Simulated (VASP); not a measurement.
Write the native input for VASP 6.6.1 that does the following.

```yaml
Task: single point
Functional: r2SCAN
Potentials_or_basis: VASP PAW PBE potentials, release 64 (Rb_sv, Br)
Cutoff: 520 eV
k_mesh: 6 × 6 × 6
Occupations: gaussian, width 0.01 eV
Spin: no spin polarisation
Dipole_correction: no
Further_INCAR_settings: ALGO = Normal; EDIFF = 1e-06; NBANDS = 15
```

RbBr:

```
Rb Br
1.0
     0.00000    3.46083    3.46083
     3.41272    0.00000    3.46083
     3.41272    3.46083    0.00000
Rb Br
1 1
Direct
  0.00000 0.00000 0.00000
  0.50000 0.50000 0.50000
```

This cell differs from its parent crystal: uniaxial x strain -1.4%.

The input as run:

POSCAR

```
RbBr
1.0
    0.0000000000      3.4608260907      3.4608260907
    3.4127206081      0.0000000000      3.4608260907
    3.4127206081      3.4608260907      0.0000000000
Rb Br
1 1
Direct
    0.0000000000      0.0000000000      0.0000000000
    0.5000000000      0.5000000000      0.5000000000
```

INCAR.step1

```
ALGO = Normal
EDIFF = 1E-4
ENCUT = 520
GGA = PE
ISMEAR = 0
LASPH = True
LCHARG = False
LREAL = False
LWAVE = True
NBANDS = 15
NELM = 80
PREC = Accurate
SIGMA = 0.01
```

INCAR.step2

```
ALGO = Normal
EDIFF = 1E-6
ENCUT = 520
ISIF = 2
ISMEAR = 0
ISTART = 1
LASPH = True
LCHARG = True
LELF = True
LMIXTAU = True
LREAL = False
LVHAR = True
LWAVE = False
METAGGA = R2SCAN
NBANDS = 15
NELM = 80
PREC = Accurate
SIGMA = 0.01
```

KPOINTS

```
k-points
0
Gamma
  6 6 6
```

Potentials or basis: VASP PAW PBE potentials, release 64 (Rb_sv, Br).

The run is started by

```sh
$ cat potpaw_PBE.64/Rb_sv/POTCAR potpaw_PBE.64/Br/POTCAR > POTCAR
$ cp INCAR.step1 INCAR
$ mpirun -np 1 vasp_std > vasp.out
$ cp INCAR.step2 INCAR
$ mpirun -np 1 vasp_std > vasp.out
```

It gave:

* Pressure: 0.3 GPa
* Band gap on the k mesh: 4.92 eV, direct

Caveat: the cell differs from its parent crystal (uniaxial x strain -1.4%); the PAW data sets were made with another functional, which shifts forces and pressure a little.

Wall time 80 s on 1 thread of AMD EPYC 9R45 96-Core Processor (Zen 5), with other jobs on the host, peak memory 0.2 GiB.
